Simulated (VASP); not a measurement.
Runs of VASP 6.6.1 on CdS. The structure is that of space group Fm-3m (No. 225), or close to it. The cells are those of the table. 

```tsv
task	level	spin	cell	k mesh	cutoff (eV)	smearing	grid for exact exchange (PRECFOCK)	gap on the mesh (eV)	pressure (GPa)	moment (μB)
single point	PBE	off	a = 3.894 Å, angles 60.0°, 2 atoms	8 × 8 × 8	520	gaussian 0.018 eV	-	0.25	-0.1	-
single point	PBEsol	off	a = 3.868 Å, angles 60.0°, 2 atoms	8 × 8 × 8	520	fermi-dirac 0.05 eV	-	-	-2.6	-
single point	revPBE+D3(BJ)	off	a = 3.816 Å, angles 60.0°, 2 atoms	8 × 8 × 8	520	fermi-dirac 0.05 eV	-	(b)	0.5	-
single point	PBE	non-collinear, zero start, SOC	a = 3.894 Å, angles 60.0°, 2 atoms	6 × 6 × 6	520	fermi-dirac 0.05 eV	-	-	-0.1	0.00
single point	PBE	off	a = 3.894 Å, angles 60.0°, 2 atoms	6 × 6 × 6	520	fermi-dirac 0.05 eV	-	0.25	-0.1	-
single point	PBEsol	off	a = 3.945 Å, angles 60.0°, 2 atoms	8 × 8 × 8	520	fermi-dirac 0.05 eV	-	-	-6.2	-
single point	PBE+D3(BJ)	off	a = 3.834 Å, angles 60.0°, 2 atoms	8 × 8 × 8	520	fermi-dirac 0.05 eV	-	0.25	0.5	-
relaxation of cell and atoms	PBEsol	off	relaxed from a = 3.894 Å, angles 60.0°, 2 atoms	8 × 8 × 8	600	fermi-dirac 0.05 eV	-	-	0.0	-
single point	PBE	off	a = 3.894 Å, angles 60.0°, 2 atoms	8 × 8 × 8	520	gaussian 0.019 eV	-	0.25	-0.1	-
single point	PBEsol	non-collinear, zero start, SOC	a = 3.894 Å, angles 60.0°, 2 atoms	6 × 6 × 6	520	fermi-dirac 0.05 eV	-	-	(a)	0.00
single point	PBE0	off	a = 3.894 Å, angles 60.0°, 2 atoms	4 × 4 × 4	520	fermi-dirac 0.05 eV	Normal	1.95	-1.8	-
```

Alike in all rows: potentials or basis VASP PAW PBE potentials, release 64 (Cd, S).

Task: Estimate the missing entries.

Result: (a) -4.0; (b) 0.33.

Caveats: some runs use coarse meshes; the PAW data sets were made with another functional, which shifts forces and pressure a little (some runs).

A k mesh can miss the band edges, and rows without SOC leave out spin-orbit coupling on Cd.
